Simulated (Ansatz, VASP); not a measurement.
# Two plane-wave programs on CaSe

```
Ca Se
1.0
     0.00000    2.95600    2.95600
     2.95600    0.00000    2.95600
     2.95600    2.95600    0.00000
Ca Se
1 1
Direct
  0.00000 0.00000 0.00000
  0.50000 0.50000 0.50000
```

Alike in both runs: task single point; functional PBE; k mesh 6 × 6 × 6; occupations gaussian, width 0.1 eV; no spin polarisation.

|  | VASP | Ansatz |
| --- | --- | --- |
| version | VASP 6.6.1 | Ansatz 0.2.0 |
| potentials or method | VASP PAW PBE potentials, release 64 (Ca_sv, Se), cutoff 520 eV | scalar-relativistic, plane waves, PAW |
| valence electrons in the cell | 16 | 26 |

Ansatz gave:

- gap on the k mesh at the Fermi level (eV): 2.03
- least direct gap on the mesh (eV): 2.96
- pressure (GPa): 1.2

Problem. Which values does VASP return?

Solution. gap on the k mesh at the Fermi level (eV): 2.02; least direct gap on the mesh (eV): 2.96; pressure (GPa): 1.4.

VASP's potentials hold 16 valence electrons a cell and Ansatz's 26, so a difference there can come from the potentials and not from the codes.
